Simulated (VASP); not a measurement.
# SnSe2 (P-3m1) in VASP: phonons with PBE+D3(BJ)

Aim: the phonons of SnSe2 with PBE+D3(BJ).

Everything below comes from runs of VASP 6.6.1. Logs are shortened: lines on timing, memory, paths and dates and some standing lists are left out, and cuts for length are marked.

## 1. The cell of the first run

Symmetry: P-3m1, No. 164, trigonal system. Conventional cell: a = 3.810 Å, b = 3.810 Å, c = 5.637 Å, α = 90.00°, β = 90.00°, γ = 120.00°. Sn (site symmetry -3m) has 6 Se at 2.72 Å within 3.6 Å. Within 3.6 Å of Se (site symmetry 3m) lie 3 Sn at 2.72 Å and 3 Se at 3.29 Å.

## 2. Phonons, PBE+D3(BJ)

File INCAR:

```
SYSTEM = SnSe2
PREC     = Accurate       ! precision mode
ENCUT    = 520            ! plane-wave cutoff, eV
EDIFF    = 1E-8           ! SCF threshold, eV
ISMEAR   = -1             ! smearing method
SIGMA    = 0.15           ! smearing width, eV
LREAL    = .False.        ! projectors in reciprocal space
LASPH    = .True.         ! aspherical terms in the spheres
NELM     = 100            ! most SCF steps
ALGO     = Fast           ! electronic algorithm
ISIF     = 2              ! what is computed and relaxed
LWAVE    = .False.        ! write WAVECAR
LCHARG   = .True.         ! write CHGCAR
GGA      = PE             ! functional
IVDW     = 12             ! dispersion correction
NBANDS   = 20             ! bands
IBRION   = 6              ! ionic algorithm
NFREE    = 2            
POTIM    = 0.015          ! step
NSW      = 1              ! ionic steps
```

File KPOINTS:

```
regular mesh
0
Gamma
  12 12 8
  0 0 0
```

File POSCAR:

```
SnSe2
1.0
    3.8097872055      0.0000000000      0.0000000000
   -1.9048936027      3.2993725029      0.0000000000
    0.0000000000      0.0000000000      5.6370218781
Sn Se
1 2
Direct
    0.0000000000      0.0000000000      0.0000000000
    0.3333333333      0.6666666667      0.2824515702
    0.6666666667      0.3333333333      0.7175484298
```

Potentials or basis: VASP PAW PBE potentials, release 64 (Sn_d, Se).

Launch:

```console
cat potpaw_PBE.64/Sn_d/POTCAR potpaw_PBE.64/Se/POTCAR > POTCAR
mpirun -np 1 vasp_std > vasp.out
```

OUTCAR:

```text
SYSTEM = SnSe2
   PREC = Accurate
   ENCUT = 520
   EDIFF = 1E-8
   ISMEAR = -1
   LREAL = .False.
   LASPH = .True.
   NELM = 100
   ISIF = 2
   GGA = PE
   IVDW = 12
   IBRION = 6
   NFREE = 2
   POTIM = 0.015
   NSW = 1
 IVDW          = 12

 ion  position               nearest neighbor table
   1  0.000  0.000  0.000-   2 2.72   3 2.72   2 2.72   3 2.72   3 2.72   2 2.72
   2  0.333  0.667  0.282-   1 2.72   1 2.72   1 2.72
   3  0.667  0.333  0.718-   1 2.72   1 2.72   1 2.72

  LATTYP: Found a hexagonal cell.
 ALAT       =     3.8097872055
 C/A-ratio  =     1.4796159402

  Lattice vectors:

 A1 = (   3.8097872055,   0.0000000000,   0.0000000000)
 A2 = (  -1.9048936027,   3.2993725029,   0.0000000000)
 A3 = (   0.0000000000,   0.0000000000,   5.6370218781)

Analysis of symmetry for initial positions (statically):
=====================================================================
 Subroutine PRICEL returns:
 Original cell was already a primitive cell.

 Routine SETGRP: Setting up the symmetry group for a
 hexagonal supercell.

 Subroutine GETGRP returns: Found 12 space group operations
 (whereof 12 operations were pure point group operations)
 out of a pool of 24 trial point group operations.

The static configuration has the point symmetry D_3d.

Analysis of symmetry for dynamics (positions and initial velocities):
=====================================================================
 Subroutine PRICEL returns:
 Original cell was already a primitive cell.

 Routine SETGRP: Setting up the symmetry group for a
 hexagonal supercell.

 Subroutine GETGRP returns: Found 12 space group operations
 (whereof 12 operations were pure point group operations)
 out of a pool of 24 trial point group operations.

The dynamic configuration has the point symmetry D_3d.

 Subroutine INISYM returns: Found 12 space group operations
 (whereof 12 operations are pure point group operations),
 and found     1 'primitive' translations

----------------------------------------------------------------------------------------

                                     Primitive cell

  volume of cell :      70.8568

  direct lattice vectors                    reciprocal lattice vectors
     3.809787206  0.000000000  0.000000000     0.262481852  0.151543968  0.000000000
    -1.904893603  3.299372503  0.000000000     0.000000000  0.303087935  0.000000000
     0.000000000  0.000000000  5.637021878     0.000000000  0.000000000  0.177398637

  length of vectors
     3.809787206  3.809787205  5.637021878     0.303087935  0.303087935  0.177398637

  position of ions in fractional coordinates (direct lattice)
     0.000000000  0.000000000  0.000000000
     0.333333333  0.666666667  0.282451570
     0.666666667  0.333333333  0.717548430

  ion indices of the primitive-cell ions
   primitive index   ion index
                 1           1
                 2           2
                 3           3

----------------------------------------------------------------------------------------

 KPOINTS: regular mesh

Automatic generation of k-mesh.
 Grid dimensions read from file:
 generate k-points for:   12   12    8

 Generating k-lattice:

  Cartesian coordinates                     Fractional coordinates (reciprocal lattice)
     0.021873488  0.012628664  0.000000000     0.083333333  0.000000000  0.000000000
     0.000000000  0.025257328  0.000000000     0.000000000  0.083333333  0.000000000
     0.000000000  0.000000000  0.022174830     0.000000000  0.000000000  0.125000000

  Length of vectors
     0.025257328  0.025257328  0.022174830

  Shift w.r.t. Gamma in fractional coordinates (k-lattice)
     0.000000000  0.000000000  0.000000000

 Subroutine IBZKPT returns following result:
 ===========================================

 Found    131 irreducible k-points:

 Following reciprocal coordinates:
            Coordinates               Weight
  0.000000  0.000000  0.000000      1.000000
  0.083333  0.000000  0.000000      6.000000
  0.166667  0.000000  0.000000      6.000000
  0.250000  0.000000  0.000000      6.000000
  0.333333  0.000000  0.000000      6.000000
  0.416667 -0.000000  0.000000      6.000000
[... 16 lines left out ...]
  0.166667  0.000000  0.125000      6.000000
  0.000000  0.166667  0.125000      6.000000
 [... further k-points ...]
   k-points           NKPTS =    131   k-points in BZ     NKDIM =    131   number of bands    NBANDS=     20
   number of dos      NEDOS =    301   number of ions     NIONS =      3
   total plane-waves  NPLWV =  32928
   dimension x,y,z NGX =    28 NGY =   28 NGZ =   42
   dimension x,y,z NGXF=    56 NGYF=   56 NGZF=   84
   ions per type =               1   2
   NGX,Y,Z   is equivalent  to a cutoff of  12.22, 12.22, 12.39 a.u.
   NGXF,Y,Z  is equivalent  to a cutoff of  24.44, 24.44, 24.77 a.u.
 SYSTEM =  SnSe2
   PREC   = accura    normal or accurate (medium, high low for compatibility)
   ISTART =      0    job   : 0-new  1-cont  2-samecut
   ICHARG =      2    charge: 1-file 2-atom 10-const
   ISPIN  =      1    spin polarized calculation?
   LNONCOLLINEAR =      F non collinear calculations
   LSORBIT =      F    spin-orbit coupling
   LASPH  =      T    aspherical Exc in radial PAW
   ENCUT  =  520.0 eV  38.22 Ry    6.18 a.u.   7.08  7.08 10.48*2*pi/ulx,y,z
   NELM   =    100;   NELMIN=  2; NELMDL= -5     # of ELM steps
   EDIFF  = 0.1E-07   stopping-criterion for ELM
   LREAL  =      F    real-space projection
   EDIFFG = 0.1E-06   stopping-criterion for IOM
   NSW    =     73    number of steps for IOM
   IBRION =      6    ionic relax: 0-MD 1-quasi-New 2-CG
   NFREE  =      2    steps in history (QN), initial steepest desc. (CG)
   ISIF   =      2    stress and relaxation
   ISYM   =      2    0-nonsym 1-usesym 2-fastsym
   POTIM  = 0.0150    time-step for ionic-motion
   TEBEG  =    0.0;   TEEND  =   0.0 temperature during run
   PSTRESS=    0.0 pullay stress
   NELECT =      26.0000    total number of electrons
   NUPDOWN=      -1.0000    fix difference up-down
   EMIN   =  10.00;   EMAX   =-10.00  energy-range for DOS
   EFERMI =   0.00;   METHOD = LEGACY
   ISMEAR =    -1;   SIGMA  =   0.15  broadening in eV -4-tet -1-fermi 0-gaus
   EFERMI_NEDOS =   21; number of points for ismear=-14 and -15
   IALGO  =     68    algorithm
   IMIX   =      4    mixing-type and parameters
     AMIX     =   0.40;   BMIX     =  1.00
     AMIX_MAG =   1.60;   BMIX_MAG =  1.00
  volume/ion in A,a.u.               =      23.62       159.39
  Fermi-wavevector in a.u.,A,eV,Ry     =   1.172030  2.214815 18.689698  1.373654
  Thomas-Fermi vector in A             =   2.308465
   LORBIT       =      0    0 simple, 1 ext, 2 COOP (PROOUT), +10 PAW based schemes
   GGA     = PE    functional components
   LHFCALC =     F    Hartree Fock is set to
   AEXX    =    0.0000 exact exchange contribution
   IVDW    =    12    specifies the selected vdW correction
   LEPSILON=     F    determine dielectric tensor
   LRPA    =     F    only Hartree local field effects (RPA)
 finite differences with symmetry
 non-spin polarized calculation
 RMM-DIIS sequential band-by-band and
  energy-cutoff  :      520.00
  volume of cell :       70.86
 maximum number of plane-waves:      1944
   NGX = 15   NGY = 15   NGZ = 21

--------------------------------------- Ionic step        1  -------------------------------------------

 number of electron      26.0000005 magnetization

 Free energy of the ion-electron system (eV)
  ---------------------------------------------------
  ext. energy  EPLUGINS =         0.00000000
  ---------------------------------------------------
  free energy    TOTEN  =       -11.67009583 eV

  energy without entropy =      -11.63020018  energy(sigma->0) =      -11.65014801

------------------------ aborting loop because EDIFF is reached ----------------------------------------

 Edisp (eV)   -1.18854

 E8    (eV) :    -0.5206
[... 278 lines left out ...]
--------------------------------------- Ionic step        8  -------------------------------------------

 number of electron      26.0000005 magnetization

 E-fermi :   5.7207     XC(G=0): -10.0049

 val. band max:        5.7021517459   @ k =   0.0000   0.3333   0.3750
 cond. band min:       5.8193954552   @ k =   0.3333   0.2500   0.0000
 fundamental gap:      0.1172437093
 Fermi energy:         5.7206971474

 k-point     1 :       0.0000    0.0000    0.0000
  band No.  band energies     occupation
      1     -16.0546      2.00000
      2     -16.0546      2.00000
      3     -16.0191      2.00000
      4     -16.0055      2.00000
      5     -16.0055      2.00000
      6      -8.9645      2.00000
[... 583 lines left out ...]
--------------------------------------- Ionic step        9  -------------------------------------------

 number of electron      26.0000005 magnetization

 Free energy of the ion-electron system (eV)
  ---------------------------------------------------
  ext. energy  EPLUGINS =         0.00000000
  ---------------------------------------------------
  free energy    TOTEN  =       -11.66911659 eV

  energy without entropy =      -11.63125782  energy(sigma->0) =      -11.65018721

 E-fermi :   5.7330     XC(G=0):  -9.9953

 val. band max:        5.7041728972   @ k =   0.3333   0.3333   0.0000
 cond. band min:       5.7525127203   @ k =   0.0000   0.3333   0.3750
 fundamental gap:      0.0483398231
 Fermi energy:         5.7330397514

 k-point     1 :       0.0000    0.0000    0.0000
  band No.  band energies     occupation
      1     -16.0704      2.00000
      2     -16.0704      2.00000
      3     -16.0346      2.00000
      4     -16.0205      2.00000
      5     -16.0205      2.00000
      6      -8.9900      2.00000
[... 577 lines left out ...]
  FREE ENERGIE OF THE ION-ELECTRON SYSTEM (eV)
  ---------------------------------------------------
  free  energy   TOTEN  =       -12.8575153292 eV

  energy  without entropy=      -12.8196565637  energy(sigma->0) =      -12.83858595

 INTERNAL STRAIN TENSORS FROM DISPLACED ATOMS
 ============================================

 INTERNAL STRAIN TENSOR FOR ION    1 for displacements in x,y,z  (eV/Angst):
          X           Y           Z          XY          YZ          ZX
  --------------------------------------------------------------------------------
  x     0.00000     0.00000     0.00000     0.00000     0.00000     0.00000
  y     0.00000     0.00000     0.00000     0.00000     0.00000     0.00000
  z     0.00000     0.00000     0.00000     0.00000     0.00000     0.00000

 INTERNAL STRAIN TENSOR FOR ION    3 for displacements in x,y,z  (eV/Angst):
          X           Y           Z          XY          YZ          ZX
  --------------------------------------------------------------------------------
  x    -0.00000     0.00000    -0.00000    -1.49016     0.00000     5.27729
  y    -1.49016     1.49016     0.00000     0.00000     5.27730     0.00000
  z     4.11925     4.11925    11.80355     0.00000    -0.00000     0.00000

 Eigenvectors and eigenvalues of the dynamical matrix
 ----------------------------------------------------

   1 f  =    7.144863 THz    44.892498 2PiTHz  238.326976 cm-1    29.548766 meV
             X         Y         Z           dx          dy          dz
      0.000000  0.000000  0.000000     0.000000   -0.000000   -0.755960
     -0.000000  2.199582  1.592186     0.000000   -0.000000    0.462885
      1.904894  1.099791  4.044836    -0.000000    0.000000    0.462885
[... 43 lines left out ...]
   9 f/i=    0.010953 THz     0.068819 2PiTHz    0.365347 cm-1     0.045297 meV
             X         Y         Z           dx          dy          dz
      0.000000  0.000000  0.000000    -0.656423   -0.026248   -0.000000
     -0.000000  2.199582  1.592186    -0.532688   -0.021300   -0.000000
      1.904894  1.099791  4.044836    -0.532688   -0.021300   -0.000000

 ELASTIC MODULI CONTR FROM IONIC RELAXATION (kBar)
 Direction    XX          YY          ZZ          XY          YZ          ZX
 --------------------------------------------------------------------------------
 XX        -106.6503    -71.0750   -254.6326     -0.0000     62.9938      0.0000
 YY         -71.0750   -106.6503   -254.6326     -0.0000    -62.9938     -0.0000
 ZZ        -254.6326   -254.6326   -729.6404     -0.0000     -0.0000     -0.0000
 XY          -0.0000     -0.0000     -0.0000    -17.7877     -0.0000     62.9938
 YZ          62.9938    -62.9938     -0.0000     -0.0000   -223.0884     -0.0000
 ZX           0.0000     -0.0000     -0.0000     62.9938     -0.0000   -223.0883
 --------------------------------------------------------------------------------
```

Run time: 25 min. Hardware: 1 thread of Oxide Virtual Turin-like, shared host; peak memory 1.2 GiB.

What came out:

```
Highest phonon frequency at Γ, LO-TO splitting left out : 238 cm⁻¹
Dispersion energy per atom                              : -0.396 eV
```

Phonon frequencies in cm⁻¹ (negative: imaginary):
```tsv
q point	frequencies
(0.000, 0.000, 0.000)	0 0 0 139 139 148 148 172 238
```

Caveat: the cell stands under pressure or tension, which shifts response properties; spin-orbit coupling is left out, which moves the levels of the heavy elements.
